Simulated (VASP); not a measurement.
Input of a VASP 6.6.1 run:

INCAR

```
SYSTEM = Bi
PREC = Accurate ; ENCUT = 520
EDIFF = 1E-6 ; ISMEAR = -1
SIGMA = 0.1 ; LREAL = .FALSE.
LASPH = .TRUE. ; NELM = 80
ALGO = Normal ; ISIF = 2
LWAVE = .FALSE. ; LCHARG = .TRUE.
GGA = B5 ; ALDAX = 1.0
AGGAX = 1.0 ; AGGAC = 1.0
ALDAC = 0.0 ; LELF = .TRUE.
LVHAR = .TRUE. ; NBANDS = 14
```

The input KPOINTS:

```
Automatic mesh
0
G
  11 11 11
  0 0 0
```

File POSCAR:

```
Bi
1.0
    3.3583730575      0.0000000000      0.0000000000
    0.0000000000      3.3583730575      0.0000000000
    0.0000000000      0.0000000000      3.3583730575
Bi
1
Direct
    0.0000000000      0.0000000000      0.0000000000
```

Potentials or basis: VASP PAW PBE potentials, release 64 (Bi_d).

Command:

```sh
$ cat potpaw_PBE.64/Bi_d/POTCAR > POTCAR
$ mpirun -np 1 vasp_std > vasp.out
```

(1) What does it give for the pressure?

Results:

(1) 0.2 GPa.

Caveat: the PAW data sets were made with another functional, which shifts forces and pressure a little.
